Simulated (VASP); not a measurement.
A run of VASP 6.6.1 is set up as follows.

INCAR

```
SYSTEM = Si4HO7
PREC = Accurate ; ENCUT = 520
EDIFF = 1E-6 ; ISMEAR = -1
SIGMA = 0.05 ; LREAL = .FALSE.
LASPH = .TRUE. ; NELM = 150
ALGO = Normal ; ISIF = 2
LWAVE = .FALSE. ; LCHARG = .TRUE.
ISPIN = 2 ; MAGMOM = 0.1 0.1 0.1 0.1 0.1 0.1 0.1 0.1 0 0.1 0 0.1
LORBIT = 11 ; LELF = .TRUE.
LVHAR = .TRUE. ; NBANDS = 46
```

Contents of KPOINTS:

```
Automatic mesh
0
Gamma
  2 2 2
  0.5 0.5 0.5
```

Contents of POSCAR:

```
Si4HO7
1.0
    4.1943470000      0.0000000000      0.0000000000
    0.0000000000      4.1943470000      0.0000000000
    0.0000000000      0.0000000000      5.3570950000
Si O H
4 7 1
Direct
    0.0042730000      0.0067710000      0.9930620000
    0.0232800000      0.0074580000      0.5048090000
    0.4966720000      0.4651000000      0.2439500000
    0.5178810000      0.4910200000      0.7259230000
    0.3025950000      0.3009810000      0.9964240000
    0.7415840000      0.6982750000      0.0036460000
    0.6650900000      0.6614320000      0.4842440000
    0.1965210000      0.7845280000      0.2468110000
    0.1503200000      0.8293500000      0.7389750000
    0.8041590000      0.2243180000      0.2648300000
    0.8033570000      0.2183450000      0.7356460000
    0.9324810000      0.3921730000      0.2681320000
```

Potentials or basis: VASP PAW LDA potentials, release 64 (Si, O, H).

Launch:

```sh
$ cat potpaw_LDA.64/Si/POTCAR potpaw_LDA.64/O/POTCAR potpaw_LDA.64/H/POTCAR > POTCAR
$ mpirun -np 1 vasp_std > vasp.out
```

Task: What does it give for the net moment?

Result: 0.00 μB per cell.

Task: What does it give for the largest force?

Result: 8.612 eV/Å.

Task: Estimate the pressure.

Result: 28.1 GPa.

Stress tensor (GPa, compression positive):
```
 29.66 -15.29   4.16
-15.29  24.62  -2.71
  4.16  -2.71  30.03
```

Caveat: the k points lie up to 0.75 Å⁻¹ apart.
